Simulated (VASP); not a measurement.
Write the native input for VASP 6.6.1 that does the following.

```
Task                    : density of states
Functional              : PBE
Potentials or basis     : VASP PAW PBE potentials, release 64 (C)
Cutoff                  : 520 eV
k mesh                  : 25 × 25 × 25
Occupations             : fermi-dirac, width 0.1 eV
Spin                    : no spin polarisation
Dipole correction       : no
k mesh for the DOS      : 38 × 38 × 38
Occupations for the DOS : tetrahedron
Further INCAR settings  : ALGO = Normal; EDIFF = 1e-07; NBANDS = 8
```

Crystal: C.

```xyz
1
Lattice="-0.8746 0.8746 0.8746 0.8746 -0.8746 0.8746 0.8746 0.8746 -0.8746" Properties=species:S:1:pos:R:3 pbc="T T T"
C     0.0000    0.0000    0.0000
```

This cell differs from its parent crystal: volume scaled by 0.4.

These files were run (other wordings do the same):

POSCAR

```
C
1.0
   -0.8746288550      0.8746288550      0.8746288550
    0.8746288550     -0.8746288550      0.8746288550
    0.8746288550      0.8746288550     -0.8746288550
C
1
Direct
    0.0000000000      0.0000000000      0.0000000000
```

INCAR.step1

```
PREC = Accurate ; ENCUT = 520
EDIFF = 1E-7 ; ISMEAR = -1
SIGMA = 0.1 ; LREAL = False
LASPH = True ; NELM = 60
ALGO = Normal ; ISIF = 2
LWAVE = False ; LCHARG = True
GGA = PE ; NBANDS = 8
```

KPOINTS.step1

```
Automatic mesh
0
Gamma
  25 25 25
```

INCAR.step2

```
PREC = Accurate ; ENCUT = 520
EDIFF = 1E-7 ; ISMEAR = -5
SIGMA = 0.1 ; LREAL = False
LASPH = True ; NELM = 60
ALGO = Normal ; ISIF = 2
LWAVE = False ; LCHARG = False
GGA = PE ; LORBIT = 11
NBANDS = 8 ; NEDOS = 2001
ICHARG = 11
```

KPOINTS.step2

```
Automatic mesh
0
Gamma
  38 38 38
```

Potentials or basis: VASP PAW PBE potentials, release 64 (C).

Run with:

```bash
$ cat potpaw_PBE.64/C/POTCAR > POTCAR
$ cp INCAR.step1 INCAR
$ cp KPOINTS.step1 KPOINTS
$ mpirun -np 1 vasp_std > vasp.out
$ cp INCAR.step2 INCAR
$ cp KPOINTS.step2 KPOINTS
$ mpirun -np 1 vasp_std > vasp.out
```

It gave:

```
Valence electrons inside the program's atomic spheres : C 3.00
```

Wall time 48 s on 1 thread of Intel(R) Xeon(R) Platinum 8488C (Sapphire Rapids), with other jobs on the host, peak memory 0.22 GiB.
